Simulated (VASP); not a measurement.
NaCl, 2 atoms in the cell. The structure is tetragonal, space group I4/mmm (No. 139). The conventional cell has a = 3.884 Å, b = 3.884 Å, c = 5.660 Å, α = 90.00°, β = 90.00°, γ = 90.00°. Na (site symmetry 4/mmm) has 6 Cl at 2.75 to 2.83 Å within 3.6 Å. Within 3.6 Å of Cl (site symmetry 4/mmm) lie 6 Na at 2.75 to 2.83 Å.  This cell differs from its parent crystal: epitaxial xy strain -2.0%.

```yaml
Program: VASP 6.6.1
Task: dielectric tensor
Functional: r2SCAN
Potentials_or_basis: VASP PAW PBE potentials, release 64 (Na_pv, Cl)
Cutoff: 520 eV
k_mesh: 6 × 6 × 6
Occupations: gaussian, width 0.01 eV
Spin: no spin polarisation
Dipole_correction: no
Further_INCAR_settings: ALGO = Normal; EDIFF = 1e-08
```

Potentials or basis: VASP PAW PBE potentials, release 64 (Na_pv, Cl).

Run with:

```sh
$ cat potpaw_PBE.64/Na_pv/POTCAR potpaw_PBE.64/Cl/POTCAR > POTCAR
$ mpirun -np 1 vasp_std > vasp.out
```

Hardware: 1 thread of AMD EPYC 9R45 96-Core Processor (Zen 5) (shared host).

How long does it take, and how much memory?

It took 17 min on 1 thread of AMD EPYC 9R45 96-Core Processor (Zen 5), with other jobs on the host, peak memory 0.34 GiB. Counts: scf iterations 77, k points 30.
